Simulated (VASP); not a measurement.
# MgO (Fm-3m) in VASP: a series of runs

MgO is run at these levels: PBEsol; tasks: relaxation of cell and atoms, single point.

Everything below comes from runs of VASP 6.6.1. Logs are shortened: lines on timing, memory, paths and dates and some standing lists are left out, and cuts for length are marked.

### Step 1. The cell of the first run

Symmetry: Fm-3m, No. 225, cubic system. The conventional cell has a = 4.214 Å, b = 4.214 Å, c = 4.214 Å, α = 90.00°, β = 90.00°, γ = 90.00°. Mg (site symmetry m-3m) has 6 O at 2.11 Å within 2.8 Å. O (site symmetry m-3m) has 6 Mg at 2.11 Å within 2.8 Å.

### Step 2. Relaxation of cell and atoms, PBEsol, target pressure 15 GPa, at which the enthalpy is minimised

The input, INCAR:

```
  ALGO = Normal
  EDIFF = 1E-6
  EDIFFG = -0.002
  ENCUT = 600
  GGA = PS
  IBRION = 2
  ISIF = 3
  ISMEAR = 0
  LASPH = True
  LCHARG = False
  LREAL = False
  LWAVE = False
  NELM = 100
  NSW = 100
  PREC = Accurate
  PSTRESS = 150.0
  SIGMA = 0.01
```

The input, KPOINTS:

```
k-points
0
Gamma
  10 10 10
```

The input, POSCAR:

```
MgO
1.0
    0.0000000000      2.1071396364      2.1071396364
    2.1071396364      0.0000000000      2.1071396364
    2.1071396364      2.1071396364      0.0000000000
Mg O
1 1
Direct
    0.0000000000      0.0000000000      0.0000000000
    0.5000000000      0.5000000000      0.5000000000
```

Potentials or basis: VASP PAW PBE potentials, release 64 (Mg, O).

Launch:

```console
$ cat potpaw_PBE.64/Mg/POTCAR potpaw_PBE.64/O/POTCAR > POTCAR
$ mpirun -np 1 vasp_std > vasp.out
```

OUTCAR:

```text
EDIFF = 1E-6
   EDIFFG = -0.002
   ENCUT = 600
   GGA = PS
   IBRION = 2
   ISIF = 3
   ISMEAR = 0
   LASPH = True
   LREAL = False
   NELM = 100
   NSW = 100
   PREC = Accurate
   PSTRESS = 150.0

 ion  position               nearest neighbor table
   1  0.000  0.000  0.000-   2 2.11   2 2.11   2 2.11   2 2.11   2 2.11   2 2.11
   2  0.500  0.500  0.500-   1 2.11   1 2.11   1 2.11   1 2.11   1 2.11   1 2.11

  LATTYP: Found a face centered cubic cell.
 ALAT       =     4.2142792728

  Lattice vectors:

 A1 = (   0.0000000000,   2.1071396364,   2.1071396364)
 A2 = (   2.1071396364,   0.0000000000,   2.1071396364)
 A3 = (   2.1071396364,   2.1071396364,   0.0000000000)

Analysis of symmetry for initial positions (statically):
=====================================================================
 Subroutine PRICEL returns:
 Original cell was already a primitive cell.

 Routine SETGRP: Setting up the symmetry group for a
 face centered cubic supercell.

 Subroutine GETGRP returns: Found 48 space group operations
 (whereof 48 operations were pure point group operations)
 out of a pool of 48 trial point group operations.

The static configuration has the point symmetry O_h .

Analysis of symmetry for dynamics (positions and initial velocities):
=====================================================================
 Subroutine PRICEL returns:
 Original cell was already a primitive cell.

 Routine SETGRP: Setting up the symmetry group for a
 face centered cubic supercell.

 Subroutine GETGRP returns: Found 48 space group operations
 (whereof 48 operations were pure point group operations)
 out of a pool of 48 trial point group operations.

The dynamic configuration has the point symmetry O_h .

 Subroutine INISYM returns: Found 48 space group operations
 (whereof 48 operations are pure point group operations),
 and found     1 'primitive' translations

----------------------------------------------------------------------------------------

                                     Primitive cell

  volume of cell :      18.7116

  direct lattice vectors                    reciprocal lattice vectors
     0.000000000  2.107139636  2.107139636    -0.237288498  0.237288498  0.237288498
     2.107139636  0.000000000  2.107139636     0.237288498 -0.237288498  0.237288498
     2.107139636  2.107139636  0.000000000     0.237288498  0.237288498 -0.237288498

  length of vectors
     2.979945452  2.979945452  2.979945452     0.410995735  0.410995735  0.410995735

  position of ions in fractional coordinates (direct lattice)
     0.000000000  0.000000000  0.000000000
     0.500000000  0.500000000  0.500000000

  ion indices of the primitive-cell ions
   primitive index   ion index
                 1           1
                 2           2

----------------------------------------------------------------------------------------

 KPOINTS: k-points

Automatic generation of k-mesh.
 Grid dimensions read from file:
 generate k-points for:   10   10   10

 Generating k-lattice:

  Cartesian coordinates                     Fractional coordinates (reciprocal lattice)
    -0.023728850  0.023728850  0.023728850     0.100000000  0.000000000  0.000000000
     0.023728850 -0.023728850  0.023728850     0.000000000  0.100000000  0.000000000
     0.023728850  0.023728850 -0.023728850     0.000000000  0.000000000  0.100000000

  Length of vectors
     0.041099574  0.041099574  0.041099574

  Shift w.r.t. Gamma in fractional coordinates (k-lattice)
     0.000000000  0.000000000  0.000000000

 Subroutine IBZKPT returns following result:
 ===========================================

 Found     47 irreducible k-points:

 Following reciprocal coordinates:
            Coordinates               Weight
  0.000000  0.000000  0.000000      1.000000
  0.100000  0.000000  0.000000      8.000000
  0.200000  0.000000  0.000000      8.000000
  0.300000  0.000000  0.000000      8.000000
  0.400000  0.000000  0.000000      8.000000
  0.500000  0.000000  0.000000      4.000000
[... 16 lines left out ...]
  0.300000  0.300000  0.000000      6.000000
  0.400000  0.300000  0.000000     24.000000
 [... further k-points ...]
   k-points           NKPTS =     47   k-points in BZ     NKDIM =     47   number of bands    NBANDS=      8
   number of dos      NEDOS =    301   number of ions     NIONS =      2
   total plane-waves  NPLWV =  13824
   dimension x,y,z NGX =    24 NGY =   24 NGZ =   24
   dimension x,y,z NGXF=    48 NGYF=   48 NGZF=   48
   ions per type =               1   1
   NGX,Y,Z   is equivalent  to a cutoff of  13.39, 13.39, 13.39 a.u.
   NGXF,Y,Z  is equivalent  to a cutoff of  26.78, 26.78, 26.78 a.u.
 SYSTEM =  unknown system
   PREC   = accura    normal or accurate (medium, high low for compatibility)
   ISTART =      0    job   : 0-new  1-cont  2-samecut
   ICHARG =      2    charge: 1-file 2-atom 10-const
   ISPIN  =      1    spin polarized calculation?
   LNONCOLLINEAR =      F non collinear calculations
   LSORBIT =      F    spin-orbit coupling
   LASPH  =      T    aspherical Exc in radial PAW
   ENCUT  =  600.0 eV  44.10 Ry    6.64 a.u.   5.95  5.95  5.95*2*pi/ulx,y,z
   NELM   =    100;   NELMIN=  2; NELMDL= -5     # of ELM steps
   EDIFF  = 0.1E-05   stopping-criterion for ELM
   LREAL  =      F    real-space projection
   EDIFFG = -.2E-02   stopping-criterion for IOM
   NSW    =    100    number of steps for IOM
   IBRION =      2    ionic relax: 0-MD 1-quasi-New 2-CG
   NFREE  =      1    steps in history (QN), initial steepest desc. (CG)
   ISIF   =      3    stress and relaxation
   ISYM   =      2    0-nonsym 1-usesym 2-fastsym
   POTIM  = 0.5000    time-step for ionic-motion
   TEBEG  =    0.0;   TEEND  =   0.0 temperature during run
   PSTRESS=  150.0 pullay stress
   NELECT =       8.0000    total number of electrons
   NUPDOWN=      -1.0000    fix difference up-down
   EMIN   =  10.00;   EMAX   =-10.00  energy-range for DOS
   EFERMI =   0.00;   METHOD = LEGACY
   ISMEAR =     0;   SIGMA  =   0.01  broadening in eV -4-tet -1-fermi 0-gaus
   EFERMI_NEDOS =   21; number of points for ismear=-14 and -15
   IALGO  =     38    algorithm
   IMIX   =      4    mixing-type and parameters
     AMIX     =   0.40;   BMIX     =  1.00
     AMIX_MAG =   1.60;   BMIX_MAG =  1.00
  volume/ion in A,a.u.               =       9.36        63.14
  Fermi-wavevector in a.u.,A,eV,Ry     =   1.233298  2.330596 20.694802  1.521025
  Thomas-Fermi vector in A             =   2.368034
   LORBIT       =      0    0 simple, 1 ext, 2 COOP (PROOUT), +10 PAW based schemes
   GGA     = PS    functional components
   LHFCALC =     F    Hartree Fock is set to
   AEXX    =    0.0000 exact exchange contribution
   IVDW    =     0    specifies the selected vdW correction
   LEPSILON=     F    determine dielectric tensor
   LRPA    =     F    only Hartree local field effects (RPA)
 conjugate gradient relaxation of ions
 non-spin polarized calculation
 Gauss-broadening in eV      SIGMA  =   0.01
  energy-cutoff  :      600.00
  volume of cell :       18.71
 maximum number of plane-waves:       636
   NGX = 11   NGY = 11   NGZ = 11

--------------------------------------- Ionic step        1  -------------------------------------------

 number of electron       8.0000005 magnetization

 Free energy of the ion-electron system (eV)
  ---------------------------------------------------
  ext. energy  EPLUGINS =         0.00000000
  ---------------------------------------------------
  free energy    TOTEN  =       -12.51543965 eV

  energy without entropy =      -12.51543965  energy(sigma->0) =      -12.51543965

------------------------ aborting loop because EDIFF is reached ----------------------------------------

  FORCE on cell =-STRESS in cart. coord.  units (eV):
  Direction    XX          YY          ZZ          XY          YZ          ZX
  --------------------------------------------------------------------------------------
  -------------------------------------------------------------------------------------
  Total       -0.0864481     -0.0864481     -0.0864481      0.0000000      0.0000000      0.0000000
  in kB       -7.4021184     -7.4021184     -7.4021184      0.0000000      0.0000000      0.0000000
  external PRESSURE =    -157.4021184 kB  Pullay stress =     150.0000000 kB

 VOLUME and BASIS-vectors are now :
 -----------------------------------------------------------------------------
  energy-cutoff  :      600.00
  volume of cell :       18.71
      direct lattice vectors                 reciprocal lattice vectors
     0.000000000  2.107139636  2.107139636    -0.237288498  0.237288498  0.237288498
     2.107139636  0.000000000  2.107139636     0.237288498 -0.237288498  0.237288498
     2.107139636  2.107139636  0.000000000     0.237288498  0.237288498 -0.237288498
[... 160 lines left out ...]
  FREE ENERGIE OF THE ION-ELECTRON SYSTEM (eV)
  ---------------------------------------------------
  free  energy   TOTEN  =       -12.4548889605 eV

  energy  without entropy=      -12.4548889605  energy(sigma->0) =      -12.45488896

  enthalpy is  TOTEN    =       -10.8425932056 eV   P V=        1.6122957549

--------------------------------------- Ionic step        6  -------------------------------------------

 number of electron       7.9999997 magnetization

 Free energy of the ion-electron system (eV)
  ---------------------------------------------------
  ext. energy  EPLUGINS =         0.00000000
  ---------------------------------------------------
  free energy    TOTEN  =       -12.45381647 eV

  energy without entropy =      -12.45381647  energy(sigma->0) =      -12.45381647

 E-fermi :   3.8536     XC(G=0): -11.7134

 val. band max:        3.7090500562   @ k =   0.0000   0.0000   0.0000
 cond. band min:       9.1811448392   @ k =   0.0000   0.0000   0.0000
 fundamental gap:      5.4720947830
 Fermi energy:         3.8535622810

 k-point     1 :       0.0000    0.0000    0.0000
  band No.  band energies     occupation
      1     -13.9429      2.00000
      2       3.7090      2.00000
      3       3.7091      2.00000
      4       3.7091      2.00000
      5       9.1811      0.00000
      6      19.7966      0.00000
      7      19.7966      0.00000
      8      19.7966      0.00000

 k-point     2 :       0.1000    0.0000    0.0000
  band No.  band energies     occupation
      1     -13.8193      2.00000
      2       3.0289      2.00000
      3       3.6295      2.00000
      4       3.6295      2.00000
      5       9.8044      0.00000
      6      18.5106      0.00000
      7      20.0697      0.00000
      8      20.0697      0.00000
[... 221 lines left out ...]
 k-point    23 :       0.3000    0.3000    0.0000
  band No.  band energies     occupation
      1     -12.7748      2.00000
      2       0.2870      2.00000
      3       2.6702      2.00000
      4       2.6702      2.00000
      5      13.3711      0.00000
      6      14.0970      0.00000
      7      18.9412      0.00000
      8      22.5145      0.00000

 k-point    24 :       0.4000    0.3000    0.0000
  band No.  band energies     occupation
      1     -12.4778      2.00000
      2      -0.1967      2.00000
      3       2.2611      2.00000
      4       2.5069      2.00000
      5      13.6871      0.00000
      6      14.2862      0.00000
      7      18.0822      0.00000
      8      22.8495      0.00000

 [... further k-points ...]
[... 5 lines left out ...]
  --------------------------------------------------------------------------------------
  -------------------------------------------------------------------------------------
  Total        1.6109140      1.6109140      1.6109140     -0.0000000     -0.0000000      0.0000000
  in kB      149.9716473    149.9716473    149.9716473     -0.0000000     -0.0000000      0.0000000
  external PRESSURE =      -0.0283527 kB  Pullay stress =     150.0000000 kB

 VOLUME and BASIS-vectors are now :
 -----------------------------------------------------------------------------
  energy-cutoff  :      600.00
  volume of cell :       17.21
      direct lattice vectors                 reciprocal lattice vectors
    -0.000000000  2.049185451  2.049185451    -0.243999390  0.243999390  0.243999390
     2.049185451 -0.000000000  2.049185451     0.243999390 -0.243999390  0.243999390
     2.049185451  2.049185451  0.000000000     0.243999390  0.243999390 -0.243999390

 POSITION                                       TOTAL-FORCE (eV/Angst)
 -----------------------------------------------------------------------------------
      0.00000      0.00000      0.00000        -0.000000     -0.000000     -0.000000
      2.04919      2.04919      2.04919         0.000000      0.000000      0.000000
 -----------------------------------------------------------------------------------
    total drift:                               -0.000000     -0.000000      0.000000

  FREE ENERGIE OF THE ION-ELECTRON SYSTEM (eV)
  ---------------------------------------------------
  free  energy   TOTEN  =       -12.4538164711 eV

  energy  without entropy=      -12.4538164711  energy(sigma->0) =      -12.45381647

  enthalpy is  TOTEN    =       -10.8425978818 eV   P V=        1.6112185893

 reached required accuracy - stopping structural energy minimisation
```

Wall time 47 s (1 thread of Intel Xeon 8259CL, shared host); peak memory 0.15 GiB.

Results:

```yaml
Free_energy: -12.4538 eV
Relaxed_volume: 8.60 Å³/atom
Relaxed_cell: a = 2.898 Å, b = 2.898 Å, c = 2.898 Å, α = 60.00°, β = 60.00°, γ = 60.00°
Space_group_after_relaxing_to_0.05_Å: Fm-3m (No. 225)
Energy_change_on_relaxing_the_enthalpy_is_what_falls: +30.8 meV/atom
Ionic_steps: 6
Pressure_after_relaxing: 15.0 GPa
Band_gap_on_the_k_mesh: 5.47 eV, direct
```

Step by step:
```tsv
step	energy change (eV)	largest force (eV/Å)	pressure (GPa)	volume (Å³)
1	0.0000	0.0000	-0.74	18.71
2	0.1776	0.0000	27.85	16.33
3	0.0612	0.0000	14.93	17.21
4	0.0639	0.0000	15.29	17.19
5	0.0606	0.0000	14.83	17.22
6	0.0616	0.0000	15.00	17.21
```

Final structure:
```
Mg O
1.0
     0.00000    2.04919    2.04919
     2.04919    0.00000    2.04919
     2.04919    2.04919    0.00000
Mg O
1 1
Cartesian
  0.0000 0.0000 0.0000
  2.0492 2.0492 2.0492
```

Levels at points of the mesh, in eV from the valence-band top:
```csv
k point,band 1,band 2,band 3,band 4,band 5,band 6,band 7,band 8
"(0.00, 0.00, 0.00)",-17.65,0.00,0.00,0.00,5.47,16.09,16.09,16.09
"(0.50, 0.00, 0.00)",-16.11,-5.06,-0.76,-0.76,8.27,13.44,17.03,17.03
"(0.50, 0.50, 0.00)",-15.82,-4.50,-1.49,-1.49,9.00,10.79,13.86,20.12
```

Caveat: the cell is relaxed towards a set pressure, so the enthalpy falls and the energy may rise; the PAW data sets were made with another functional, which shifts forces and pressure a little. PBEsol gaps usually lie below the measured ones, often by a third to a half.

[end of part 1 of 2]
